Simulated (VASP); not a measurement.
Wanted: the native input for a VASP 6.6.1 run.

* Task: single point
* Functional: PBEsol
* Potentials or basis: VASP PAW PBE potentials, release 64 (Ca_sv, S)
* Cutoff: 500 eV
* k mesh: 8 × 8 × 8
* Occupations: gaussian, width 0.02 eV
* Spin: no spin polarisation
* Dipole correction: no
* Further INCAR settings: ALGO = Normal; EDIFF = 1e-06; NBANDS = 15

The structure of CaS lies in POSCAR:

```
CaS
1.0
    0.0000000000      2.8165830523      2.8165830523
    2.8165830523      0.0000000000      2.8165830523
    2.8165830523      2.8165830523      0.0000000000
Ca S
1 1
Direct
    0.0000000000      0.0000000000      0.0000000000
    0.5000000000      0.5000000000      0.5000000000
```

These files were run (other wordings do the same):

INCAR

```
PREC = Accurate
ENCUT = 500
EDIFF = 1E-6
ISMEAR = 0
SIGMA = 0.02
LREAL = False
LASPH = True
NELM = 120
ALGO = Normal
ISIF = 2
LWAVE = False
LCHARG = False
GGA = PS
NBANDS = 15
GGA_COMPAT = False
```

KPOINTS

```
Automatic mesh
0
Gamma
  8 8 8
```

Potentials or basis: VASP PAW PBE potentials, release 64 (Ca_sv, S).

The run is started by

```bash
$ cat potpaw_PBE.64/Ca_sv/POTCAR potpaw_PBE.64/S/POTCAR > POTCAR
$ mpirun -np 1 vasp_std > vasp.out
```

Results of the run:

The pressure is 0.2 GPa. The band gap on the k mesh is 2.15 eV (least direct gap 3.00 eV).

Caveat: the PAW data sets were made with another functional, which shifts forces and pressure a little.

Run time: 32 s on 1 thread of Intel Xeon 8259CL (shared host), peak memory 0.17 GiB.
